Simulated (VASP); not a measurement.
Set up this calculation in VASP 6.6.1, as the native input.

```yaml
Task: single point
Functional: PBEsol
Potentials_or_basis: VASP PAW PBE potentials, release 64 (Hf_pv, N)
Cutoff: 520 eV
k_mesh: 16 × 16 × 16
Occupations: gaussian, width 0.15 eV
Spin: no spin polarisation
Dipole_correction: no
Further_INCAR_settings: ALGO = Normal; EDIFF = 1e-06; NBANDS = 14
```

The structure of HfN lies in POSCAR:

```
HfN
1.0
    0.0000000000      2.3934514500      2.3320809000
    2.3934514500      0.0000000000      2.3320809000
    2.3934514500      2.3934514500      0.0000000000
Hf N
1 1
Direct
    0.0000000000      0.0000000000      0.0000000000
    0.7500000000      0.7500000000      0.7500000000
```

This cell differs from its parent crystal: strain -0.025 along x and y, -0.050 along z.

One way to write it, as run:

INCAR

```
SYSTEM = HfN
  ALGO = Normal
  EDIFF = 1E-6
  ENCUT = 520
  GGA = PS
  ISIF = 2
  ISMEAR = 0
  LASPH = .TRUE.
  LCHARG = .TRUE.
  LELF = .TRUE.
  LREAL = .FALSE.
  LVHAR = .TRUE.
  LWAVE = .FALSE.
  NBANDS = 14
  NELM = 60
  PREC = Accurate
  SIGMA = 0.15
```

KPOINTS

```
k-points
0
G
  16 16 16
  0 0 0
```

Potentials or basis: VASP PAW PBE potentials, release 64 (Hf_pv, N).

The run is started by

```sh
$ cat potpaw_PBE.64/Hf_pv/POTCAR potpaw_PBE.64/N/POTCAR > POTCAR
$ mpirun -np 1 vasp_std > vasp.out
```

Results of the run:

```json
{"Pressure": "17.3 GPa"}
```

Caveat: the cell differs from its parent crystal (strain -0.025 along x and y, -0.050 along z); the PAW data sets were made with another functional, which shifts forces and pressure a little.

Run time: 59 s on 1 thread of Intel(R) Xeon(R) 6975P-C (Granite Rapids) (shared host), peak memory 0.27 GiB.
